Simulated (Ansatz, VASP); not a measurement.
## TaC in VASP and in Ansatz

```xyz
2
Lattice="0.0000 2.2270 2.2270 2.2270 0.0000 2.2270 2.2270 2.2270 0.0000" Properties=species:S:1:pos:R:3 pbc="T T T"
Ta    0.0000    0.0000    0.0000
C     2.2270    2.2270    2.2270
```

Alike in both runs: task single point; functional LDA; k mesh 16 × 16 × 16; occupations fermi-dirac, width 0.05 eV; no spin polarisation.

```csv
,VASP,Ansatz
version,VASP 6.6.1,Ansatz 0.2.0
potentials or method,"VASP PAW LDA potentials, release 64 (Ta_pv, C), cutoff 600 eV","all-electron LAPW, scalar-relativistic"
```

```tsv
	VASP	Ansatz	Ansatz less VASP
pressure (GPa)	-7.7	-9.4	-1.72
```

LDA's correlation is that of Perdew and Zunger in VASP and of Perdew and Wang (1992) in Ansatz. Ansatz ran all-electron here, and VASP with PAW potentials.

Neither program's run includes spin-orbit coupling.
